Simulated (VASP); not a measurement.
# LiF (Fm-3m) in VASP: further runs

LiF is run at these levels: LDA; tasks: single point.

Program: VASP 6.6.1. These are calculated values, not measurements. Logs are shortened: lines on timing, memory, paths and dates and some standing lists are left out, and cuts for length are marked.

**1. The cell of the first run**

It takes space group Fm-3m (No. 225, cubic). Conventional cell: a = 4.028 Å, b = 4.028 Å, c = 4.028 Å, α = 90.00°, β = 90.00°, γ = 90.00°. Li (site symmetry m-3m) has 6 F at 2.01 Å within 2.7 Å. Within 2.7 Å of F (site symmetry m-3m) lie 6 Li at 2.01 Å.

**2. Single point, LDA**

Input file INCAR:

```
ALGO     = Normal         # electronic algorithm
EDIFF    = 1E-6           # SCF threshold, eV
ENCUT    = 520            # plane-wave cutoff, eV
ISIF     = 2              # what is computed and relaxed
ISMEAR   = 0              # smearing method
LASPH    = T              # aspherical terms in the spheres
LCHARG   = F              # write CHGCAR
LREAL    = F              # projectors in reciprocal space
LWAVE    = F              # write WAVECAR
NBANDS   = 12             # bands
NELM     = 60             # most SCF steps
PREC     = Accurate       # precision mode
SIGMA    = 0.05           # smearing width, eV
```

Input file KPOINTS:

```
k-points
0
Gamma
  10 10 10
```

Input file POSCAR:

```
LiF
1.0
    0.0000000000      2.0140000000      2.0140000000
    2.0140000000      0.0000000000      2.0140000000
    2.0140000000      2.0140000000      0.0000000000
Li F
1 1
Direct
    0.0000000000      0.0000000000      0.0000000000
    0.5000000000      0.5000000000      0.5000000000
```

Potentials or basis: VASP PAW LDA potentials, release 64 (Li_sv, F).

The run is started by

```bash
> cat potpaw_LDA.64/Li_sv/POTCAR potpaw_LDA.64/F/POTCAR > POTCAR
> mpirun -np 1 vasp_std > vasp.out
```

OUTCAR:

```text
EDIFF = 1E-6
   ENCUT = 520
   ISIF = 2
   ISMEAR = 0
   LASPH = T
   LREAL = F
   NELM = 60
   PREC = Accurate

 ion  position               nearest neighbor table
   1  0.000  0.000  0.000-   2 2.01   2 2.01   2 2.01   2 2.01   2 2.01   2 2.01
   2  0.500  0.500  0.500-   1 2.01   1 2.01   1 2.01   1 2.01   1 2.01   1 2.01

  LATTYP: Found a face centered cubic cell.
 ALAT       =     4.0280000000

  Lattice vectors:

 A1 = (   0.0000000000,   2.0140000000,   2.0140000000)
 A2 = (   2.0140000000,   0.0000000000,   2.0140000000)
 A3 = (   2.0140000000,   2.0140000000,   0.0000000000)

Analysis of symmetry for initial positions (statically):
=====================================================================
 Subroutine PRICEL returns:
 Original cell was already a primitive cell.

 Routine SETGRP: Setting up the symmetry group for a
 face centered cubic supercell.

 Subroutine GETGRP returns: Found 48 space group operations
 (whereof 48 operations were pure point group operations)
 out of a pool of 48 trial point group operations.

The static configuration has the point symmetry O_h .

Analysis of symmetry for dynamics (positions and initial velocities):
=====================================================================
 Subroutine PRICEL returns:
 Original cell was already a primitive cell.

 Routine SETGRP: Setting up the symmetry group for a
 face centered cubic supercell.

 Subroutine GETGRP returns: Found 48 space group operations
 (whereof 48 operations were pure point group operations)
 out of a pool of 48 trial point group operations.

The dynamic configuration has the point symmetry O_h .

 Subroutine INISYM returns: Found 48 space group operations
 (whereof 48 operations are pure point group operations),
 and found     1 'primitive' translations

----------------------------------------------------------------------------------------

                                     Primitive cell

  volume of cell :      16.3384

  direct lattice vectors                    reciprocal lattice vectors
     0.000000000  2.014000000  2.014000000    -0.248262165  0.248262165  0.248262165
     2.014000000  0.000000000  2.014000000     0.248262165 -0.248262165  0.248262165
     2.014000000  2.014000000  0.000000000     0.248262165  0.248262165 -0.248262165

  length of vectors
     2.848226115  2.848226115  2.848226115     0.430002683  0.430002683  0.430002683

  position of ions in fractional coordinates (direct lattice)
     0.000000000  0.000000000  0.000000000
     0.500000000  0.500000000  0.500000000

  ion indices of the primitive-cell ions
   primitive index   ion index
                 1           1
                 2           2

----------------------------------------------------------------------------------------

 KPOINTS: k-points

Automatic generation of k-mesh.
 Grid dimensions read from file:
 generate k-points for:   10   10   10

 Generating k-lattice:

  Cartesian coordinates                     Fractional coordinates (reciprocal lattice)
    -0.024826216  0.024826216  0.024826216     0.100000000  0.000000000  0.000000000
     0.024826216 -0.024826216  0.024826216     0.000000000  0.100000000  0.000000000
     0.024826216  0.024826216 -0.024826216     0.000000000  0.000000000  0.100000000

  Length of vectors
     0.043000268  0.043000268  0.043000268

  Shift w.r.t. Gamma in fractional coordinates (k-lattice)
     0.000000000  0.000000000  0.000000000

 Subroutine IBZKPT returns following result:
 ===========================================

 Found     47 irreducible k-points:

 Following reciprocal coordinates:
            Coordinates               Weight
  0.000000  0.000000  0.000000      1.000000
  0.100000  0.000000  0.000000      8.000000
  0.200000  0.000000  0.000000      8.000000
  0.300000  0.000000  0.000000      8.000000
  0.400000  0.000000  0.000000      8.000000
  0.500000  0.000000  0.000000      4.000000
[... 16 lines left out ...]
  0.300000  0.300000  0.000000      6.000000
  0.400000  0.300000  0.000000     24.000000
 [... further k-points ...]
   k-points           NKPTS =     47   k-points in BZ     NKDIM =     47   number of bands    NBANDS=     12
   number of dos      NEDOS =    301   number of ions     NIONS =      2
   total plane-waves  NPLWV =  13824
   dimension x,y,z NGX =    24 NGY =   24 NGZ =   24
   dimension x,y,z NGXF=    48 NGYF=   48 NGZF=   48
   ions per type =               1   1
   NGX,Y,Z   is equivalent  to a cutoff of  14.01, 14.01, 14.01 a.u.
   NGXF,Y,Z  is equivalent  to a cutoff of  28.02, 28.02, 28.02 a.u.
 SYSTEM =  unknown system
   PREC   = accura    normal or accurate (medium, high low for compatibility)
   ISTART =      0    job   : 0-new  1-cont  2-samecut
   ICHARG =      2    charge: 1-file 2-atom 10-const
   ISPIN  =      1    spin polarized calculation?
   LNONCOLLINEAR =      F non collinear calculations
   LSORBIT =      F    spin-orbit coupling
   LASPH  =      T    aspherical Exc in radial PAW
   ENCUT  =  520.0 eV  38.22 Ry    6.18 a.u.   5.30  5.30  5.30*2*pi/ulx,y,z
   NELM   =     60;   NELMIN=  2; NELMDL= -5     # of ELM steps
   EDIFF  = 0.1E-05   stopping-criterion for ELM
   LREAL  =      F    real-space projection
   EDIFFG = 0.1E-04   stopping-criterion for IOM
   NSW    =      0    number of steps for IOM
   IBRION =     -1    ionic relax: 0-MD 1-quasi-New 2-CG
   NFREE  =      0    steps in history (QN), initial steepest desc. (CG)
   ISIF   =      2    stress and relaxation
   ISYM   =      2    0-nonsym 1-usesym 2-fastsym
   POTIM  = 0.5000    time-step for ionic-motion
   TEBEG  =    0.0;   TEEND  =   0.0 temperature during run
   PSTRESS=    0.0 pullay stress
   NELECT =      10.0000    total number of electrons
   NUPDOWN=      -1.0000    fix difference up-down
   EMIN   =  10.00;   EMAX   =-10.00  energy-range for DOS
   EFERMI =   0.00;   METHOD = LEGACY
   ISMEAR =     0;   SIGMA  =   0.05  broadening in eV -4-tet -1-fermi 0-gaus
   EFERMI_NEDOS =   21; number of points for ismear=-14 and -15
   IALGO  =     38    algorithm
   IMIX   =      4    mixing-type and parameters
     AMIX     =   0.40;   BMIX     =  1.00
     AMIX_MAG =   1.60;   BMIX_MAG =  1.00
  volume/ion in A,a.u.               =       8.17        55.13
  Fermi-wavevector in a.u.,A,eV,Ry     =   1.389970  2.626662 26.286674  1.932016
  Thomas-Fermi vector in A             =   2.513950
   LORBIT       =      0    0 simple, 1 ext, 2 COOP (PROOUT), +10 PAW based schemes
   GGA     = CA    functional components
   LHFCALC =     F    Hartree Fock is set to
   AEXX    =    0.0000 exact exchange contribution
   IVDW    =     0    specifies the selected vdW correction
   LEPSILON=     F    determine dielectric tensor
   LRPA    =     F    only Hartree local field effects (RPA)
 non-spin polarized calculation
 Gauss-broadening in eV      SIGMA  =   0.05
  energy-cutoff  :      520.00
  volume of cell :       16.34
 maximum number of plane-waves:       459
 NGX is ok and might be reduce to    24
   NGX = 11   NGY = 11   NGZ = 11

 number of electron      10.0000000 magnetization

 number of electron       9.9999992 magnetization

 Free energy of the ion-electron system (eV)
  ---------------------------------------------------
  ext. energy  EPLUGINS =         0.00000000
  ---------------------------------------------------
  free energy    TOTEN  =       -10.47181117 eV

  energy without entropy =      -10.47181117  energy(sigma->0) =      -10.47181117

 E-fermi :  -1.0040     XC(G=0): -10.6699

 val. band max:       -1.2986263747   @ k =   0.0000   0.0000   0.0000
 cond. band min:       7.5337419893   @ k =   0.0000   0.0000   0.0000
 fundamental gap:      8.8323683640
 Fermi energy:        -1.0039801224

 k-point     1 :       0.0000    0.0000    0.0000
  band No.  band energies     occupation
      1     -41.0494      2.00000
      2     -20.8677      2.00000
      3      -1.2986      2.00000
      4      -1.2986      2.00000
      5      -1.2986      2.00000
      6       7.5337      0.00000
      7      22.1570      0.00000
      8      22.1570      0.00000
      9      22.1570      0.00000
     10      22.6068      0.00000
     11      22.6068      0.00000
     12      22.6068      0.00000

 k-point     2 :       0.1000    0.0000    0.0000
  band No.  band energies     occupation
      1     -41.0427      2.00000
      2     -20.8268      2.00000
      3      -1.5938      2.00000
      4      -1.3220      2.00000
      5      -1.3220      2.00000
      6       7.8215      0.00000
      7      19.5260      0.00000
      8      20.9305      0.00000
      9      20.9305      0.00000
     10      23.6336      0.00000
     11      23.6336      0.00000
     12      23.6373      0.00000

 k-point     3 :       0.2000    0.0000    0.0000
  band No.  band energies     occupation
      1     -41.0255      2.00000
      2     -20.7190      2.00000
      3      -2.3000      2.00000
      4      -1.3819      2.00000
      5      -1.3819      2.00000
      6       8.4480      0.00000
      7      17.0771      0.00000
      8      19.4400      0.00000
      9      19.4400      0.00000
     10      24.6156      0.00000
     11      24.9919      0.00000
     12      24.9919      0.00000
[... 286 lines left out ...]
 k-point    23 :       0.3000    0.3000    0.0000
  band No.  band energies     occupation
      1     -40.9914      2.00000
      2     -20.4308      2.00000
      3      -3.2602      2.00000
      4      -1.9833      2.00000
      5      -1.9833      2.00000
      6      10.6488      0.00000
      7      16.1892      0.00000
      8      17.3315      0.00000
      9      18.6371      0.00000
     10      18.6371      0.00000
     11      32.8525      0.00000
     12      32.9295      0.00000

 k-point    24 :       0.4000    0.3000    0.0000
  band No.  band energies     occupation
      1     -40.9786      2.00000
      2     -20.3141      2.00000
      3      -3.6925      2.00000
      4      -2.2007      2.00000
      5      -2.0845      2.00000
      6      11.4441      0.00000
      7      15.0471      0.00000
      8      16.8483      0.00000
      9      18.3866      0.00000
     10      19.4640      0.00000
     11      32.3117      0.00000
     12      33.2224      0.00000

 [... further k-points ...]
[... 5 lines left out ...]
  --------------------------------------------------------------------------------------
  -------------------------------------------------------------------------------------
  Total       -0.6816888     -0.6816888     -0.6816888      0.0000000     -0.0000000      0.0000000
  in kB      -66.8479919    -66.8479919    -66.8479919      0.0000000     -0.0000000      0.0000000
  external PRESSURE =     -66.8479919 kB  Pullay stress =       0.0000000 kB

 VOLUME and BASIS-vectors are now :
 -----------------------------------------------------------------------------
  energy-cutoff  :      520.00
  volume of cell :       16.34
      direct lattice vectors                 reciprocal lattice vectors
     0.000000000  2.014000000  2.014000000    -0.248262165  0.248262165  0.248262165
     2.014000000  0.000000000  2.014000000     0.248262165 -0.248262165  0.248262165
     2.014000000  2.014000000  0.000000000     0.248262165  0.248262165 -0.248262165

 POSITION                                       TOTAL-FORCE (eV/Angst)
 -----------------------------------------------------------------------------------
      0.00000      0.00000      0.00000         0.000000     -0.000000     -0.000000
      2.01400      2.01400      2.01400        -0.000000      0.000000      0.000000
 -----------------------------------------------------------------------------------
    total drift:                               -0.000000     -0.000000      0.000000

  FREE ENERGIE OF THE ION-ELECTRON SYSTEM (eV)
  ---------------------------------------------------
  free  energy   TOTEN  =       -10.4718111693 eV

  energy  without entropy=      -10.4718111693  energy(sigma->0) =      -10.47181117
```

Wall time 6.1 s (1 thread of Intel Xeon Platinum 8259CL at 2.50GHz (Skylake/Cascade Lake), shared host); peak memory 0.12 GiB.

Results:

```yaml
Free_energy: -10.4718 eV
Band_gap_on_the_k_mesh: 8.83 eV, direct
```

Levels at points of the mesh, in eV from the valence-band top:
```csv
k point,band 3,band 4,band 5,band 6,band 7,band 8
"(0.00, 0.00, 0.00)",0.00,0.00,0.00,8.83,23.46,23.46
"(0.50, 0.00, 0.00)",-2.58,-0.23,-0.23,10.37,16.38,18.41
"(0.50, 0.50, 0.00)",-3.12,-1.03,-1.03,14.41,16.03,17.13
```

Caveat: the cutoff is under 1.25 times the usual one of these potentials, so pressure, stress and relaxed cells hold a basis-set (Pulay) error. As with any semilocal functional, this LDA gap is likely too small.

(Part 1 of 2 ends here.)
